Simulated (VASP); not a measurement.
# BeRhS3 (Pm-3m) in VASP: single point with PBE

Aim: the single point of BeRhS3 with PBE.

All numbers are computed with VASP 6.6.1; they aren't measurements. Logs are shortened: lines on timing, memory, paths and dates and some standing lists are left out, and cuts for length are marked.

**1. The cell of the first run**

It takes space group Pm-3m (No. 221, cubic). Conventional cell: a = 4.347 Å, b = 4.347 Å, c = 4.347 Å, α = 90.00°, β = 90.00°, γ = 90.00°. Be (site symmetry m-3m) has 12 S at 3.07 Å and 8 Rh at 3.76 Å within 4.0 Å. Rh (site symmetry m-3m) has 6 S at 2.17 Å within 2.9 Å. S (site symmetry 4/mmm) has 2 Rh at 2.17 Å within 2.9 Å.

**2. Single point, PBE, collinear spin, ferromagnetic start**

File INCAR:

```
SYSTEM = BeRhS3
PREC = Accurate
ENCUT = 520
EDIFF = 1E-6
ISMEAR = 0
SIGMA = 0.1
LREAL = .FALSE.
LASPH = .TRUE.
NELM = 150
ALGO = Normal
ISIF = 2
LWAVE = .FALSE.
LCHARG = .FALSE.
ISPIN = 2
MAGMOM = 0 1 0 0 0
LORBIT = 11
LMAXMIX = 4
GGA = PE
NBANDS = 30
```

File KPOINTS:

```
Automatic mesh
0
G
  4 4 4
  0 0 0
```

File POSCAR:

```
BeRhS3
1.0
    4.3467227100      0.0000000000      0.0000000000
    0.0000000000      4.3467227100      0.0000000000
    0.0000000000      0.0000000000      4.3467227100
Be Rh S
1 1 3
Direct
    0.0000000000      0.0000000000      0.0000000000
    0.5000000000      0.5000000000      0.5000000000
    0.0000000000      0.5000000000      0.5000000000
    0.5000000000      0.5000000000      0.0000000000
    0.5000000000      0.0000000000      0.5000000000
```

Potentials or basis: VASP PAW PBE potentials, release 64 (Be, Rh_pv, S).

Run with:

```console
> cat potpaw_PBE.64/Be/POTCAR potpaw_PBE.64/Rh_pv/POTCAR potpaw_PBE.64/S/POTCAR > POTCAR
> mpirun -np 1 vasp_std > vasp.out
```

OUTCAR:

```text
SYSTEM = BeRhS3
   PREC = Accurate
   ENCUT = 520
   EDIFF = 1E-6
   ISMEAR = 0
   LREAL = .FALSE.
   LASPH = .TRUE.
   NELM = 150
   ISIF = 2
   ISPIN = 2
   LORBIT = 11
   GGA = PE

 ion  position               nearest neighbor table
   1  0.000  0.000  0.000-
   2  0.500  0.500  0.500-   3 2.17   4 2.17   5 2.17   4 2.17   5 2.17   3 2.17
   3  0.000  0.500  0.500-   2 2.17   2 2.17
   4  0.500  0.500  0.000-   2 2.17   2 2.17
   5  0.500  0.000  0.500-   2 2.17   2 2.17

  LATTYP: Found a simple cubic cell.
 ALAT       =     4.3467227100

  Lattice vectors:

 A1 = (   4.3467227100,   0.0000000000,   0.0000000000)
 A2 = (   0.0000000000,   4.3467227100,   0.0000000000)
 A3 = (   0.0000000000,   0.0000000000,   4.3467227100)

Analysis of symmetry for initial positions (statically):
=====================================================================
 Subroutine PRICEL returns:
 Original cell was already a primitive cell.

 Routine SETGRP: Setting up the symmetry group for a
 simple cubic supercell.

 Subroutine GETGRP returns: Found 48 space group operations
 (whereof 48 operations were pure point group operations)
 out of a pool of 48 trial point group operations.

The static configuration has the point symmetry O_h .

Analysis of symmetry for dynamics (positions and initial velocities):
=====================================================================
 Subroutine PRICEL returns:
 Original cell was already a primitive cell.

 Routine SETGRP: Setting up the symmetry group for a
 simple cubic supercell.

 Subroutine GETGRP returns: Found 48 space group operations
 (whereof 48 operations were pure point group operations)
 out of a pool of 48 trial point group operations.

The dynamic configuration has the point symmetry O_h .

Analysis of structural, dynamic, and magnetic symmetry:
=====================================================================
 Subroutine PRICEL returns:
 Original cell was already a primitive cell.

 Routine SETGRP: Setting up the symmetry group for a
 simple cubic supercell.

 Subroutine GETGRP returns: Found 48 space group operations
 (whereof 48 operations were pure point group operations)
 out of a pool of 48 trial point group operations.

The overall configuration has the point symmetry O_h .

 Subroutine INISYM returns: Found 48 space group operations
 (whereof 48 operations are pure point group operations),
 and found     1 'primitive' translations

----------------------------------------------------------------------------------------

                                     Primitive cell

  volume of cell :      82.1270

  direct lattice vectors                    reciprocal lattice vectors
     4.346722710  0.000000000  0.000000000     0.230058383  0.000000000  0.000000000
     0.000000000  4.346722710  0.000000000     0.000000000  0.230058383  0.000000000
     0.000000000  0.000000000  4.346722710     0.000000000  0.000000000  0.230058383

  length of vectors
     4.346722710  4.346722710  4.346722710     0.230058383  0.230058383  0.230058383

  position of ions in fractional coordinates (direct lattice)
     0.000000000  0.000000000  0.000000000
     0.500000000  0.500000000  0.500000000
     0.000000000  0.500000000  0.500000000
     0.500000000  0.500000000  0.000000000
     0.500000000  0.000000000  0.500000000

  ion indices of the primitive-cell ions
   primitive index   ion index
                 1           1
                 2           2
                 3           3
                 4           4
                 5           5

----------------------------------------------------------------------------------------

 KPOINTS: Automatic mesh

Automatic generation of k-mesh.
 Grid dimensions read from file:
 generate k-points for:    4    4    4

 Generating k-lattice:

  Cartesian coordinates                     Fractional coordinates (reciprocal lattice)
     0.057514596  0.000000000  0.000000000     0.250000000  0.000000000  0.000000000
     0.000000000  0.057514596  0.000000000     0.000000000  0.250000000  0.000000000
     0.000000000  0.000000000  0.057514596     0.000000000  0.000000000  0.250000000

  Length of vectors
     0.057514596  0.057514596  0.057514596

  Shift w.r.t. Gamma in fractional coordinates (k-lattice)
     0.000000000  0.000000000  0.000000000

 Subroutine IBZKPT returns following result:
 ===========================================

 Found     10 irreducible k-points:

 Following reciprocal coordinates:
            Coordinates               Weight
  0.000000  0.000000  0.000000      1.000000
  0.250000  0.000000  0.000000      6.000000
  0.500000  0.000000  0.000000      3.000000
  0.250000  0.250000  0.000000     12.000000
  0.500000  0.250000  0.000000     12.000000
  0.500000  0.500000  0.000000      3.000000
  0.250000  0.250000  0.250000      8.000000
  0.500000  0.250000  0.250000     12.000000
  0.500000  0.500000  0.250000      6.000000
  0.500000  0.500000  0.500000      1.000000
   k-points           NKPTS =     10   k-points in BZ     NKDIM =     10   number of bands    NBANDS=     30
   number of dos      NEDOS =    301   number of ions     NIONS =      5
   total plane-waves  NPLWV =  32768
   dimension x,y,z NGX =    32 NGY =   32 NGZ =   32
   dimension x,y,z NGXF=    64 NGYF=   64 NGZF=   64
   ions per type =               1   1   3
   NGX,Y,Z   is equivalent  to a cutoff of  12.24, 12.24, 12.24 a.u.
   NGXF,Y,Z  is equivalent  to a cutoff of  24.48, 24.48, 24.48 a.u.
 SYSTEM =  BeRhS3
   PREC   = accura    normal or accurate (medium, high low for compatibility)
   ISTART =      0    job   : 0-new  1-cont  2-samecut
   ICHARG =      2    charge: 1-file 2-atom 10-const
   ISPIN  =      2    spin polarized calculation?
   LNONCOLLINEAR =      F non collinear calculations
   LSORBIT =      F    spin-orbit coupling
   LASPH  =      T    aspherical Exc in radial PAW
   ENCUT  =  520.0 eV  38.22 Ry    6.18 a.u.   8.08  8.08  8.08*2*pi/ulx,y,z
   NELM   =    150;   NELMIN=  2; NELMDL= -5     # of ELM steps
   EDIFF  = 0.1E-05   stopping-criterion for ELM
   LREAL  =      F    real-space projection
   EDIFFG = 0.1E-04   stopping-criterion for IOM
   NSW    =      0    number of steps for IOM
   IBRION =     -1    ionic relax: 0-MD 1-quasi-New 2-CG
   NFREE  =      0    steps in history (QN), initial steepest desc. (CG)
   ISIF   =      2    stress and relaxation
   ISYM   =      2    0-nonsym 1-usesym 2-fastsym
   POTIM  = 0.5000    time-step for ionic-motion
   TEBEG  =    0.0;   TEEND  =   0.0 temperature during run
   PSTRESS=    0.0 pullay stress
   NELECT =      35.0000    total number of electrons
   NUPDOWN=      -1.0000    fix difference up-down
   EMIN   =  10.00;   EMAX   =-10.00  energy-range for DOS
   EFERMI =   0.00;   METHOD = LEGACY
   ISMEAR =     0;   SIGMA  =   0.10  broadening in eV -4-tet -1-fermi 0-gaus
   EFERMI_NEDOS =   21; number of points for ismear=-14 and -15
   IALGO  =     38    algorithm
   IMIX   =      4    mixing-type and parameters
     AMIX     =   0.40;   BMIX     =  1.00
     AMIX_MAG =   1.60;   BMIX_MAG =  1.00
  volume/ion in A,a.u.               =      16.43       110.84
  Fermi-wavevector in a.u.,A,eV,Ry     =   1.231976  2.328097 20.650444  1.517765
  Thomas-Fermi vector in A             =   2.366764
   LORBIT       =     11    0 simple, 1 ext, 2 COOP (PROOUT), +10 PAW based schemes
   GGA     = PE    functional components
   LHFCALC =     F    Hartree Fock is set to
   AEXX    =    0.0000 exact exchange contribution
   IVDW    =     0    specifies the selected vdW correction
   LEPSILON=     F    determine dielectric tensor
   LRPA    =     F    only Hartree local field effects (RPA)
 spin polarized calculation
 Gauss-broadening in eV      SIGMA  =   0.10
  energy-cutoff  :      520.00
  volume of cell :       82.13
 maximum number of plane-waves:      2272
   NGX = 17   NGY = 17   NGZ = 17

 number of electron      35.0000001 magnetization       0.0087404

 Free energy of the ion-electron system (eV)
  ---------------------------------------------------
  ext. energy  EPLUGINS =         0.00000000
  ---------------------------------------------------
  free energy    TOTEN  =       -18.23694736 eV

  energy without entropy =      -18.20005364  energy(sigma->0) =      -18.21850050

 E-fermi :   6.3821     XC(G=0): -10.5366

 val. band max:        6.3808627275   @ k =   0.5000   0.0000   0.0000
 cond. band min:       6.3829170346   @ k =   0.5000   0.0000   0.0000
 fundamental gap:      0.0020543071
 Fermi energy:         6.3820759247

 spin component 1

 k-point     1 :       0.0000    0.0000    0.0000
  band No.  band energies     occupation
      1     -41.1402      1.00000
      2     -41.1402      1.00000
      3     -41.1402      1.00000
      4      -8.6785      1.00000
      5      -6.4609      1.00000
      6      -6.4609      1.00000
[... 287 lines left out ...]
      6      -6.1710      1.00000
[... 21 lines left out ...]
     28      16.1416      0.00000
     29      16.1416      0.00000
 Fermi energy:         6.3820759247

 spin component 2

 k-point     1 :       0.0000    0.0000    0.0000
  band No.  band energies     occupation
      1     -41.1372      1.00000
      2     -41.1372      1.00000
      3     -41.1372      1.00000
      4      -8.6773      1.00000
      5      -6.4593      1.00000
      6      -6.4593      1.00000
[... 287 lines left out ...]
      6      -6.1697      1.00000
[... 21 lines left out ...]
     28      16.1426      0.00000
     29      16.1426      0.00000
 [bands above 29 left out]

------------------------ aborting loop because EDIFF is reached ----------------------------------------

  FORCE on cell =-STRESS in cart. coord.  units (eV):
  Direction    XX          YY          ZZ          XY          YZ          ZX
  --------------------------------------------------------------------------------------
  -------------------------------------------------------------------------------------
  Total       11.5959779     11.5959779     11.5959779      0.0000000      0.0000000      0.0000000
  in kB      226.2206015    226.2206015    226.2206015      0.0000000      0.0000000      0.0000000
  external PRESSURE =     226.2206015 kB  Pullay stress =       0.0000000 kB

 VOLUME and BASIS-vectors are now :
 -----------------------------------------------------------------------------
  energy-cutoff  :      520.00
  volume of cell :       82.13
      direct lattice vectors                 reciprocal lattice vectors
     4.346722710  0.000000000  0.000000000     0.230058383  0.000000000  0.000000000
     0.000000000  4.346722710  0.000000000     0.000000000  0.230058383  0.000000000
     0.000000000  0.000000000  4.346722710     0.000000000  0.000000000  0.230058383

 POSITION                                       TOTAL-FORCE (eV/Angst)
 -----------------------------------------------------------------------------------
      0.00000      0.00000      0.00000         0.000000      0.000000      0.000000
      2.17336      2.17336      2.17336         0.000000      0.000000      0.000000
      0.00000      2.17336      2.17336         0.000000      0.000000      0.000000
      2.17336      2.17336      0.00000         0.000000      0.000000      0.000000
      2.17336      0.00000      2.17336         0.000000      0.000000      0.000000
 -----------------------------------------------------------------------------------
    total drift:                                0.000000     -0.000000     -0.000000

  FREE ENERGIE OF THE ION-ELECTRON SYSTEM (eV)
  ---------------------------------------------------
  free  energy   TOTEN  =       -18.2369473562 eV

  energy  without entropy=      -18.2000536434  energy(sigma->0) =      -18.21850050

 total charge

# of ion       s       p       d       tot
------------------------------------------
    1        0.344   0.176   0.000   0.520
    2        0.435   6.495   7.391  14.322
    3        1.378   2.329   0.000   3.707
    4        1.378   2.329   0.000   3.707
    5        1.378   2.329   0.000   3.707
--------------------------------------------------
tot          4.913  13.658   7.391  25.962

 magnetization (x)

# of ion       s       p       d       tot
------------------------------------------
    1        0.000   0.000   0.000   0.000
    2        0.000   0.000   0.003   0.004
    3        0.000   0.001   0.000   0.001
    4        0.000   0.001   0.000   0.001
    5        0.000   0.001   0.000   0.001
--------------------------------------------------
tot          0.001   0.002   0.003   0.006
```

It took 27 s on 1 thread of AMD EPYC 9R14 (Zen 4), shared host; peak memory 0.18 GiB.

Results:

```yaml
Free_energy: -18.2369 eV
Pressure: 22.6 GPa
Net_moment: 0.01 μB per cell
Valence_electrons_inside_the_program's_atomic_spheres: Be 0.52; Rh 14.32; S 3.71
```

Caveat: the k points lie up to 0.36 Å⁻¹ apart.
